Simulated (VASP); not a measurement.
# MgS (Fm-3m) in VASP: notebook, part 2 of 2

VASP 6.6.1. Earlier steps stand in the parts before.

### Step 4. Single point, PBEsol

This run uses another cell than the first one, of 15.07 Å³/atom, 0.961 times its volume.

Input file INCAR:

```
SYSTEM = MgS
ALGO     = Normal         ! electronic algorithm
EDIFF    = 1E-7           ! SCF threshold, eV
ENCUT    = 520            ! plane-wave cutoff, eV
GGA      = PS             ! functional
ISIF     = 2              ! what is computed and relaxed
ISMEAR   = 0              ! smearing method
LASPH    = .True.         ! aspherical terms in the spheres
LCHARG   = .True.         ! write CHGCAR
LELF     = .True.         ! ELF
LREAL    = .False.        ! projectors in reciprocal space
LVHAR    = .True.       
LWAVE    = .False.        ! write WAVECAR
NBANDS   = 11             ! bands
NELM     = 80             ! most SCF steps
PREC     = Accurate       ! precision mode
SIGMA    = 0.01           ! smearing width, eV
```

Input file KPOINTS:

```
k-points
0
Gamma
  8 8 8
  0 0 0
```

Input file POSCAR:

```
MgS
1.0
    2.4700195409      2.4700195409      0.0000000000
   -2.4700195409      2.4700195409      0.0000000000
    0.0000000000      2.4700195409      2.4700195409
Mg S
1 1
Direct
    0.0000000000      0.0000000000      0.0000000000
    0.5000000000      0.5000000000      0.0000000000
```

Potentials or basis: VASP PAW PBE potentials, release 64 (Mg, S).

Command:

```sh
cat potpaw_PBE.64/Mg/POTCAR potpaw_PBE.64/S/POTCAR > POTCAR
mpirun -np 1 vasp_std > vasp.out
```

OUTCAR:

```text
SYSTEM = MgS
   EDIFF = 1E-7
   ENCUT = 520
   GGA = PS
   ISIF = 2
   ISMEAR = 0
   LASPH = .True.
   LREAL = .False.
   NELM = 80
   PREC = Accurate

 ion  position               nearest neighbor table
   1  0.000  0.000  0.000-   2 2.47   2 2.47   2 2.47   2 2.47   2 2.47   2 2.47
   2  0.500  0.500  0.000-   1 2.47   1 2.47   1 2.47   1 2.47   1 2.47   1 2.47

  LATTYP: Found a face centered cubic cell.
 ALAT       =     4.9400390818

  Lattice vectors:

 A1 = (   0.0000000000,   2.4700195409,   2.4700195409)
 A2 = (   2.4700195409,   0.0000000000,   2.4700195409)
 A3 = (   2.4700195409,   2.4700195409,   0.0000000000)

Analysis of symmetry for initial positions (statically):
=====================================================================
 Subroutine PRICEL returns:
 Original cell was already a primitive cell.

 Routine SETGRP: Setting up the symmetry group for a
 face centered cubic supercell.

 Subroutine GETGRP returns: Found 48 space group operations
 (whereof 48 operations were pure point group operations)
 out of a pool of 48 trial point group operations.

The static configuration has the point symmetry O_h .

Analysis of symmetry for dynamics (positions and initial velocities):
=====================================================================
 Subroutine PRICEL returns:
 Original cell was already a primitive cell.

 Routine SETGRP: Setting up the symmetry group for a
 face centered cubic supercell.

 Subroutine GETGRP returns: Found 48 space group operations
 (whereof 48 operations were pure point group operations)
 out of a pool of 48 trial point group operations.

The dynamic configuration has the point symmetry O_h .

 Subroutine INISYM returns: Found 48 space group operations
 (whereof 48 operations are pure point group operations),
 and found     1 'primitive' translations

----------------------------------------------------------------------------------------

                                     Primitive cell

  volume of cell :      30.1392

  direct lattice vectors                    reciprocal lattice vectors
     2.470019541  2.470019541  0.000000000     0.202427548  0.202427548 -0.202427548
    -2.470019541  2.470019541  0.000000000    -0.202427548  0.202427548 -0.202427548
     0.000000000  2.470019541  2.470019541     0.000000000  0.000000000  0.404855097

  length of vectors
     3.493135134  3.493135134  3.493135134     0.350614799  0.350614799  0.404855097

  position of ions in fractional coordinates (direct lattice)
     0.000000000  0.000000000  0.000000000
     0.500000000  0.500000000  0.000000000

  ion indices of the primitive-cell ions
   primitive index   ion index
                 1           1
                 2           2

----------------------------------------------------------------------------------------

 KPOINTS: k-points

Automatic generation of k-mesh.
 Grid dimensions read from file:
 generate k-points for:    8    8    8

 Generating k-lattice:

  Cartesian coordinates                     Fractional coordinates (reciprocal lattice)
[... 22 lines left out ...]
  0.125000  0.125000  0.000000     12.000000
[... 16 lines left out ...]
  0.375000  0.250000  0.125000     48.000000
  0.500000  0.250000  0.125000     24.000000
 [... further k-points ...]
   k-points           NKPTS =     29   k-points in BZ     NKDIM =     29   number of bands    NBANDS=     11
   number of dos      NEDOS =    301   number of ions     NIONS =      2
   total plane-waves  NPLWV =  21952
   dimension x,y,z NGX =    28 NGY =   28 NGZ =   28
   dimension x,y,z NGXF=    56 NGYF=   56 NGZF=   56
   ions per type =               1   1
   NGX,Y,Z   is equivalent  to a cutoff of  13.33, 13.33, 13.33 a.u.
   NGXF,Y,Z  is equivalent  to a cutoff of  26.65, 26.65, 26.65 a.u.
 SYSTEM =  MgS
   PREC   = accura    normal or accurate (medium, high low for compatibility)
   ISTART =      0    job   : 0-new  1-cont  2-samecut
   ICHARG =      2    charge: 1-file 2-atom 10-const
   ISPIN  =      1    spin polarized calculation?
   LNONCOLLINEAR =      F non collinear calculations
   LSORBIT =      F    spin-orbit coupling
   LASPH  =      T    aspherical Exc in radial PAW
   ENCUT  =  520.0 eV  38.22 Ry    6.18 a.u.   6.49  6.49  6.49*2*pi/ulx,y,z
   NELM   =     80;   NELMIN=  2; NELMDL= -5     # of ELM steps
   EDIFF  = 0.1E-06   stopping-criterion for ELM
   LREAL  =      F    real-space projection
   EDIFFG = 0.1E-05   stopping-criterion for IOM
   NSW    =      0    number of steps for IOM
   IBRION =     -1    ionic relax: 0-MD 1-quasi-New 2-CG
   NFREE  =      0    steps in history (QN), initial steepest desc. (CG)
   ISIF   =      2    stress and relaxation
   ISYM   =      2    0-nonsym 1-usesym 2-fastsym
   POTIM  = 0.5000    time-step for ionic-motion
   TEBEG  =    0.0;   TEEND  =   0.0 temperature during run
   PSTRESS=    0.0 pullay stress
   NELECT =       8.0000    total number of electrons
   NUPDOWN=      -1.0000    fix difference up-down
   EMIN   =  10.00;   EMAX   =-10.00  energy-range for DOS
   EFERMI =   0.00;   METHOD = LEGACY
   ISMEAR =     0;   SIGMA  =   0.01  broadening in eV -4-tet -1-fermi 0-gaus
   EFERMI_NEDOS =   21; number of points for ismear=-14 and -15
   IALGO  =     38    algorithm
   IMIX   =      4    mixing-type and parameters
     AMIX     =   0.40;   BMIX     =  1.00
     AMIX_MAG =   1.60;   BMIX_MAG =  1.00
  volume/ion in A,a.u.               =      15.07       101.69
  Fermi-wavevector in a.u.,A,eV,Ry     =   1.052110  1.988199 15.060768  1.106935
  Thomas-Fermi vector in A             =   2.187180
   LORBIT       =      0    0 simple, 1 ext, 2 COOP (PROOUT), +10 PAW based schemes
   GGA     = PS    functional components
   LHFCALC =     F    Hartree Fock is set to
   AEXX    =    0.0000 exact exchange contribution
   IVDW    =     0    specifies the selected vdW correction
   LEPSILON=     F    determine dielectric tensor
   LRPA    =     F    only Hartree local field effects (RPA)
 non-spin polarized calculation
 Gauss-broadening in eV      SIGMA  =   0.01
  energy-cutoff  :      520.00
  volume of cell :       30.14
 maximum number of plane-waves:       869
 NGX is ok and might be reduce to    28
   NGX = 13   NGY = 13   NGZ = 13

 number of electron       8.0000000 magnetization

 Free energy of the ion-electron system (eV)
  ---------------------------------------------------
  ext. energy  EPLUGINS =         0.00000000
  ---------------------------------------------------
  free energy    TOTEN  =        -8.88600600 eV

  energy without entropy =       -8.88600600  energy(sigma->0) =       -8.88600600

 E-fermi :   5.2731     XC(G=0): -10.4979

 val. band max:        5.1951492008   @ k =   0.0000   0.0000   0.0000
 cond. band min:       8.2073657011   @ k =   0.5000   0.5000   0.0000
 fundamental gap:      3.0122165004
 Fermi energy:         5.2730869502

 k-point     1 :       0.0000    0.0000    0.0000
  band No.  band energies     occupation
      1      -8.4861      2.00000
      2       5.1951      2.00000
      3       5.1951      2.00000
      4       5.1951      2.00000
      5      10.1340      0.00000
      6      12.8939      0.00000
      7      12.8939      0.00000
      8      12.8939      0.00000
      9      15.6414      0.00000
     10      15.6414      0.00000
     11      17.8204      0.00000
[... 309 lines left out ...]
 k-point    24 :       0.5000    0.2500    0.1250
  band No.  band energies     occupation
      1      -6.4462      2.00000
      2      -0.0106      2.00000
      3       2.5017      2.00000
      4       3.7080      2.00000
      5      11.0126      0.00000
      6      11.4810      0.00000
      7      14.0250      0.00000
      8      15.2618      0.00000
      9      18.0360      0.00000
     10      19.8674      0.00000
     11      21.5752      0.00000

 [... further k-points ...]

------------------------ aborting loop because EDIFF is reached ----------------------------------------

  FORCE on cell =-STRESS in cart. coord.  units (eV):
  Direction    XX          YY          ZZ          XY          YZ          ZX
  --------------------------------------------------------------------------------------
  -------------------------------------------------------------------------------------
  Total        2.7983211      2.7983211      2.7983211      0.0000000      0.0000000      0.0000000
  in kB      148.7568453    148.7568453    148.7568453      0.0000000      0.0000000      0.0000000
  external PRESSURE =     148.7568453 kB  Pullay stress =       0.0000000 kB

 VOLUME and BASIS-vectors are now :
 -----------------------------------------------------------------------------
  energy-cutoff  :      520.00
  volume of cell :       30.14
      direct lattice vectors                 reciprocal lattice vectors
     2.470019541  2.470019541  0.000000000     0.202427548  0.202427548 -0.202427548
    -2.470019541  2.470019541  0.000000000    -0.202427548  0.202427548 -0.202427548
     0.000000000  2.470019541  2.470019541     0.000000000  0.000000000  0.404855097

 POSITION                                       TOTAL-FORCE (eV/Angst)
 -----------------------------------------------------------------------------------
      0.00000      0.00000      0.00000        -0.000000      0.000000      0.000000
      0.00000      2.47002      0.00000         0.000000     -0.000000      0.000000
 -----------------------------------------------------------------------------------
    total drift:                               -0.000000      0.000000     -0.000000

  FREE ENERGIE OF THE ION-ELECTRON SYSTEM (eV)
  ---------------------------------------------------
  free  energy   TOTEN  =        -8.8860059974 eV

  energy  without entropy=       -8.8860059974  energy(sigma->0) =       -8.88600600
```

Run time: 18 s. Hardware: 1 thread of AMD EPYC 7R43 (Zen 3), shared host; peak memory 0.12 GiB.

Results:

```
Free energy            : -8.8860 eV
Pressure               : 14.9 GPa
Band gap on the k mesh : 3.01 eV, indirect (least direct gap 4.94 eV)
```

Caveat: the PAW data sets were made with another functional, which shifts forces and pressure a little. A k mesh can miss the band edges.

### Step 5. Single point, PBEsol

This run uses another cell than the first one, of 15.07 Å³/atom, 0.961 times its volume.

Input file INCAR:

```
  PREC = Accurate
  ENCUT = 520
  EDIFF = 1E-7
  ISMEAR = 0
  SIGMA = 0.01
  LREAL = False
  LASPH = True
  NELM = 80
  ALGO = Normal
  ISIF = 2
  LWAVE = False
  LCHARG = False
  GGA = PS
  NBANDS = 11
```

Input file KPOINTS:

```
regular mesh
0
Gamma
  8 8 8
```

POSCAR is that of step 4.

Command:

```sh
cat potpaw_PBE.64/Mg/POTCAR potpaw_PBE.64/S/POTCAR > POTCAR
mpirun -np 1 vasp_std > vasp.out
```

Run time: 16 s. Hardware: 1 thread of AMD EPYC 7R43 (Zen 3), shared host; peak memory 0.12 GiB.

It converged, with:

```yaml
Free_energy: -8.8860 eV
Pressure: 14.9 GPa
Band_gap_on_the_k_mesh: 3.01 eV, indirect (least direct gap 4.94 eV)
```

Levels at points of the mesh, in eV from the valence-band top:
```
           k point  band 2  band 3  band 4  band 5  band 6  band 7
(0.00, 0.00, 0.00)    0.00    0.00    0.00    4.94    7.70    7.70
(0.50, 0.00, 0.00)   -5.80   -0.81   -0.81    4.60    6.97    6.97
(0.50, 0.50, 0.00)   -5.15   -2.09   -2.09    3.01    3.69   13.25
```

Caveat: the PAW data sets were made with another functional, which shifts forces and pressure a little. As with any semilocal functional, this PBEsol gap is likely too small.

### Step 6. Single point, PBEsol

This run uses another cell than the first one, of 16.97 Å³/atom, 1.082 times its volume.

Input file INCAR:

```
PREC = Accurate
ENCUT = 520
EDIFF = 1E-7
ISMEAR = 0
SIGMA = 0.01
LREAL = F
LASPH = T
NELM = 60
ALGO = Normal
ISIF = 2
LWAVE = F
LCHARG = F
GGA = PS
NBANDS = 11
```

Input file KPOINTS:

```
Automatic mesh
0
Gamma
  8 8 8
```

Input file POSCAR:

```
MgS
1.0
    2.5699591888      2.5699591888      0.0000000000
   -2.5699591888      2.5699591888      0.0000000000
    0.0000000000      2.5699591888      2.5699591888
Mg S
1 1
Direct
    0.0000000000      0.0000000000      0.0000000000
    0.5000000000      0.5000000000      0.0000000000
```

Potentials or basis: VASP PAW PBE potentials, release 64 (Mg, S).

Command:

```sh
cat potpaw_PBE.64/Mg/POTCAR potpaw_PBE.64/S/POTCAR > POTCAR
mpirun -np 1 vasp_std > vasp.out
```

OUTCAR:

```text
PREC = Accurate
   ENCUT = 520
   EDIFF = 1E-7
   ISMEAR = 0
   LREAL = F
   LASPH = T
   NELM = 60
   ISIF = 2
   GGA = PS

 ion  position               nearest neighbor table
   1  0.000  0.000  0.000-   2 2.57   2 2.57   2 2.57   2 2.57   2 2.57   2 2.57
   2  0.500  0.500  0.000-   1 2.57   1 2.57   1 2.57   1 2.57   1 2.57   1 2.57

  LATTYP: Found a face centered cubic cell.
 ALAT       =     5.1399183776

  Lattice vectors:

 A1 = (   0.0000000000,   2.5699591888,   2.5699591888)
 A2 = (   2.5699591888,   0.0000000000,   2.5699591888)
 A3 = (   2.5699591888,   2.5699591888,   0.0000000000)

Analysis of symmetry for initial positions (statically):
=====================================================================
 Subroutine PRICEL returns:
 Original cell was already a primitive cell.

 Routine SETGRP: Setting up the symmetry group for a
 face centered cubic supercell.

 Subroutine GETGRP returns: Found 48 space group operations
 (whereof 48 operations were pure point group operations)
 out of a pool of 48 trial point group operations.

The static configuration has the point symmetry O_h .
[... 170 lines left out ...]
      1      -8.8893      2.00000
      2       4.0105      2.00000
      3       4.0105      2.00000
      4       4.0105      2.00000
      5       7.8975      0.00000
      6      11.8390      0.00000
      7      11.8390      0.00000
      8      11.8390      0.00000
      9      14.3611      0.00000
     10      14.3611      0.00000
     11      16.3921      0.00000
[... 309 lines left out ...]
 k-point    24 :       0.5000    0.2500    0.1250
  band No.  band energies     occupation
      1      -7.2514      2.00000
      2      -0.5403      2.00000
      3       1.7199      2.00000
      4       2.7724      2.00000
      5       9.5986      0.00000
      6      10.0761      0.00000
      7      12.4735      0.00000
      8      13.5208      0.00000
      9      16.3342      0.00000
     10      17.5450      0.00000
     11      19.6541      0.00000

 [... further k-points ...]

------------------------ aborting loop because EDIFF is reached ----------------------------------------

  FORCE on cell =-STRESS in cart. coord.  units (eV):
  Direction    XX          YY          ZZ          XY          YZ          ZX
  --------------------------------------------------------------------------------------
  -------------------------------------------------------------------------------------
  Total        0.3851056      0.3851056      0.3851056      0.0000000     -0.0000000      0.0000000
  in kB       18.1753043     18.1753043     18.1753043      0.0000000     -0.0000000      0.0000000
  external PRESSURE =      18.1753043 kB  Pullay stress =       0.0000000 kB

 VOLUME and BASIS-vectors are now :
 -----------------------------------------------------------------------------
  energy-cutoff  :      520.00
  volume of cell :       33.95
      direct lattice vectors                 reciprocal lattice vectors
     2.569959189  2.569959189  0.000000000     0.194555619  0.194555619 -0.194555619
    -2.569959189  2.569959189  0.000000000    -0.194555619  0.194555619 -0.194555619
     0.000000000  2.569959189  2.569959189     0.000000000  0.000000000  0.389111237

 POSITION                                       TOTAL-FORCE (eV/Angst)
 -----------------------------------------------------------------------------------
      0.00000      0.00000      0.00000         0.000000     -0.000000      0.000000
      0.00000      2.56996      0.00000        -0.000000      0.000000      0.000000
 -----------------------------------------------------------------------------------
    total drift:                               -0.000000      0.000000     -0.000000

  FREE ENERGIE OF THE ION-ELECTRON SYSTEM (eV)
  ---------------------------------------------------
  free  energy   TOTEN  =        -9.0706840564 eV

  energy  without entropy=       -9.0706840564  energy(sigma->0) =       -9.07068406
```

Wall time 18 s (1 thread of AMD EPYC 7R43 (Zen 3), shared host); peak memory 0.12 GiB.

Results:

```
Free energy            : -9.0707 eV
Pressure               : 1.8 GPa
Band gap on the k mesh : 2.78 eV, indirect (least direct gap 3.89 eV)
```

Levels at points of the mesh, in eV from the valence-band top:
| k point | band 1 | band 2 | band 3 | band 4 | band 5 | band 6 | band 7 | band 8 | band 9 |
| --- | --- | --- | --- | --- | --- | --- | --- | --- | --- |
| (0.00, 0.00, 0.00) | -12.90 | 0.00 | 0.00 | 0.00 | 3.89 | 7.83 | 7.83 | 7.83 | 10.35 |
| (0.50, 0.00, 0.00) | -11.48 | -5.09 | -0.64 | -0.64 | 4.45 | 6.87 | 6.87 | 10.46 | 12.19 |
| (0.50, 0.50, 0.00) | -11.07 | -4.46 | -1.79 | -1.79 | 2.78 | 4.13 | 12.24 | 12.93 | 13.64 |

Caveat: the PAW data sets were made with another functional, which shifts forces and pressure a little. Expect the measured gap to be larger: semilocal functionals such as PBEsol lack the derivative discontinuity.

### Step 7. Summary

| cell | gap on the mesh (eV) | pressure (GPa) |
| --- | --- | --- |
| a = 3.540 Å, angles 60.0, 60.0, 90.0°, 2 atoms | 2.94 | 9.8 |
| a = 3.493 Å, angles 60.0, 60.0, 90.0°, 2 atoms | 3.01 | 14.9 |
| a = 3.634 Å, angles 60.0, 60.0, 90.0°, 2 atoms | 2.78 | 1.8 |

Alike in all rows: task single point; level PBEsol; potentials or basis VASP PAW PBE potentials, release 64 (Mg, S); no spin polarisation; k mesh 8 × 8 × 8; cutoff (eV) 520; smearing gaussian 0.01 eV.

Caveats: the PAW data sets were made with another functional, which shifts forces and pressure a little.

Total energies depend on the potentials used, so only differences within one code and one set of settings carry meaning.
